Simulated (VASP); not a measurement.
Set up this calculation in VASP 6.6.1, as the native input.

```yaml
Task: single point
Functional: PBE
Potentials_or_basis: VASP PAW PBE potentials, release 64 (Ni, Si)
Cutoff: 520 eV
k_mesh: 1 × 1 × 1, shifted
Occupations: fermi-dirac, width 0.1543 eV
Spin: no spin polarisation
Dipole_correction: no
Further_INCAR_settings: LREAL = Auto; ALGO = Normal; EDIFF = 1e-07; NBANDS = 98; ISYM = 0
```

The structure of Si3Ni7 lies in POSCAR:

```
Si3Ni7
1.0
    6.3191000000      0.0520890000     -0.0979460000
    0.0520890000      6.2804780000      0.1071670000
   -0.0979460000      0.1071670000      6.3162060000
Ni Si
14 6
Direct
    0.1715094817      0.1889982524      0.6958660455
    0.3881701149      0.6380688358      0.3236287396
    0.4988624164      0.3896017374      0.7532973321
    0.3625381860      0.1904280802      0.3971500548
    1.0206788531      0.4813530835      0.4660521277
    0.1527418577      0.3891478229      0.0963121927
    0.6873471031      0.6559434400      0.6067579824
    0.9501312001      0.6939443565      0.1244352410
    0.6805205810      0.8878238426      0.2244651063
    0.7428758117      0.0944357256      0.5744757725
    0.0465520593      0.8589620737      0.4100585382
    0.2850832874      0.9362129103      0.0144793629
    0.2567528512      0.6542957298      0.7193918318
    0.6940541247      0.3921200035      0.2471316643
    0.4485553878      0.8994458579      0.5480630764
    0.9085815565      0.4106588851      0.7944124762
    0.9857375802      0.1653997082      0.3154579921
    0.5520884579      0.6511837110     -0.0117546117
    0.5249194182      0.1875934893      0.0431447179
    0.9832135073      0.8277963407      0.7945047042
```

These files were run (other wordings do the same):

INCAR

```
  PREC = Accurate
  ENCUT = 520
  EDIFF = 1E-7
  ISMEAR = -1
  SIGMA = 0.1543
  LREAL = Auto
  LASPH = True
  NELM = 100
  ALGO = Normal
  ISIF = 2
  LWAVE = False
  LCHARG = False
  GGA = PE
  ISYM = 0
  NBANDS = 98
```

KPOINTS

```
Automatic mesh
0
Gamma
  1 1 1
  0.25 0.25 0.25
```

Potentials or basis: VASP PAW PBE potentials, release 64 (Ni, Si).

Launch:

```console
$ cat potpaw_PBE.64/Ni/POTCAR potpaw_PBE.64/Si/POTCAR > POTCAR
$ mpirun -np 1 vasp_std > vasp.out
```

Results of the run:

```yaml
Pressure: -0.9 GPa
Largest_force: 2.872 eV/Å
Band_gap_on_the_k_mesh: 0.21 eV
```

Caveat: the k points lie up to 1.00 Å⁻¹ apart.

Run time: 110 s on 1 thread of Intel(R) Xeon(R) Platinum 8488C (Sapphire Rapids) (shared host), peak memory 0.32 GiB.
